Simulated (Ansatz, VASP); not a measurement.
**Zr: VASP beside Ansatz**

```
Zr
1.0
     0.00000    3.08121    3.08121
     3.08121    0.00000    3.08121
     3.08121    3.08121    0.00000
Zr
2
Direct
  0.74000 0.92000 0.92000
  0.26000 0.08000 0.08000
```

Change from the starting cell: shortest bond scaled by 0.64, crystal datasets.

Alike in both runs: task electric field gradients; functional PBE; k mesh 9 × 9 × 9; occupations fermi-dirac, width 0.05 eV; no spin polarisation.

|  | VASP | Ansatz |
| --- | --- | --- |
| version | VASP 6.6.1 | Ansatz 0.2.0 |
| potentials or method | VASP PAW PBE potentials, release 64 (Zr_sv), cutoff 520 eV | all-electron PAW with datasets made for the crystal, scalar-relativistic |

|  | VASP | Ansatz | Ansatz less VASP |
| --- | --- | --- | --- |
| pressure (GPa) | 67.4 | 63.1 | -4.24 |
| traceless stress, the component that is largest in VASP (GPa) | -73.56 | -69.56 | +3.999 |
| rms of the force components (eV/Å) | 26.334 | 24.783 | -1.5508 |
| size of Vzz on the site where it differs most (V/Å²) | 322.5 | 255.3 | -67.21 |

Atom by atom the forces differ by 1.551 eV/Å (rms over components). Both programs put the cell under a high pressure, so it lies far from rest at this level. Ansatz ran all-electron here, and VASP with PAW potentials.

Noted on VASP's run: the cell as given lies far from equilibrium.
